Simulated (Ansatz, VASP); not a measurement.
One calculation of AlN, two programs

Contents of POSCAR:

```
AlN
1.0
    1.5533326688     -2.6904511034      0.0000000000
    0.0000000000      0.0000000000     -4.9784048385
    9.7083291798      4.7082894309      1.2446012096
Al N
8 8
Direct
    0.2916666667      1.2066404310      0.8333333333
   -0.0208333333      1.0191404310      0.0833333333
    0.4166666667      1.0816404310      0.3333333333
   -0.1458333333      1.1441404310      0.5833333333
   -0.2291666667      0.7274737644      0.9166666667
    0.4583333333      0.5399737644      0.1666666667
   -0.1041666667      0.6024737644      0.4166666667
    0.3333333333      0.6649737644      0.6666666667
    0.2916666667      0.8250262356      0.8333333333
   -0.0208333333      0.6375262356      0.0833333333
    0.4166666667      0.7000262356      0.3333333333
   -0.1458333333      0.7625262356      0.5833333333
   -0.2291666667      0.3458595690      0.9166666667
    0.4583333333      0.1583595690      0.1666666667
   -0.1041666667      0.2208595690      0.4166666667
    0.3333333333      0.2833595690      0.6666666667
```

The input INCAR.step1:

```
ALGO = Normal
EDIFF = 1E-4
ENCUT = 520
GGA = PE
ISMEAR = 0
LASPH = True
LCHARG = False
LREAL = Auto
LWAVE = True
NBANDS = 46
NELM = 100
PREC = Accurate
SIGMA = 0.05
```

INCAR.step2

```
ALGO = Normal
EDIFF = 1E-7
ENCUT = 520
ISIF = 2
ISMEAR = 0
ISTART = 1
LASPH = True
LCHARG = True
LELF = True
LMIXTAU = True
LREAL = Auto
LVHAR = True
LWAVE = False
METAGGA = R2SCAN
NBANDS = 46
NELM = 100
PREC = Accurate
SIGMA = 0.05
```

Contents of KPOINTS:

```
k-points
0
Gamma
  7 5 2
```

Input for Ansatz:

```yaml
crystal:
  lattice:
    - [1.5533326688, -2.6904511034, 0.0]
    - [0.0, 0.0, -4.9784048385]
    - [9.7083291798, 4.7082894309, 1.2446012096]
  atoms:
    - { symbol: Al, position: [0.2916666667, 1.206640431, 0.8333333333] }
    - { symbol: Al, position: [-0.0208333333, 1.019140431, 0.0833333333] }
    - { symbol: Al, position: [0.4166666667, 1.081640431, 0.3333333333] }
    - { symbol: Al, position: [-0.1458333333, 1.144140431, 0.5833333333] }
    - { symbol: Al, position: [-0.2291666667, 0.7274737644, 0.9166666667] }
    - { symbol: Al, position: [0.4583333333, 0.5399737644, 0.1666666667] }
    - { symbol: Al, position: [-0.1041666667, 0.6024737644, 0.4166666667] }
    - { symbol: Al, position: [0.3333333333, 0.6649737644, 0.6666666667] }
    - { symbol: "N", position: [0.2916666667, 0.8250262356, 0.8333333333] }
    - { symbol: "N", position: [-0.0208333333, 0.6375262356, 0.0833333333] }
    - { symbol: "N", position: [0.4166666667, 0.7000262356, 0.3333333333] }
    - { symbol: "N", position: [-0.1458333333, 0.7625262356, 0.5833333333] }
    - { symbol: "N", position: [-0.2291666667, 0.345859569, 0.9166666667] }
    - { symbol: "N", position: [0.4583333333, 0.158359569, 0.1666666667] }
    - { symbol: "N", position: [-0.1041666667, 0.220859569, 0.4166666667] }
    - { symbol: "N", position: [0.3333333333, 0.283359569, 0.6666666667] }
basis:
  ecutwfc: 500
kpoints:
  mp_grid: { grid: [7, 5, 2] }
hamiltonian:
  xc: r2scan
scf:
  occupations: { method: gaussian, width: 0.05 }
output:
  forces: true
  stress: true
  eigenvalues: true
```

Alike in both runs: task single point; functional r2SCAN; k mesh 7 × 5 × 2; occupations gaussian, width 0.05 eV; no spin polarisation.

|  | VASP | Ansatz |
| --- | --- | --- |
| version | VASP 6.6.1 | Ansatz 0.2.0 |
| potentials or method | VASP PAW PBE potentials, release 64 (Al, N), cutoff 520 eV | scalar-relativistic, plane waves, PAW |
| valence electrons in the cell | 64 | 64 |

```csv
,VASP,Ansatz,Ansatz less VASP
gap on the k mesh at the Fermi level (eV),1.01,1.01,+0.001
least direct gap on the mesh (eV),1.01,1.01,+0.001
pressure (GPa),1.1,1.5,+0.39
"traceless stress, the component that is largest in VASP (GPa)",-11.23,-11.22,+0.010
rms of the force components (eV/Å),1.302,1.305,+0.0030
```

VASP's potentials were made for PBE, not for r2SCAN. Atom by atom the forces differ by 0.007 eV/Å (rms over components).
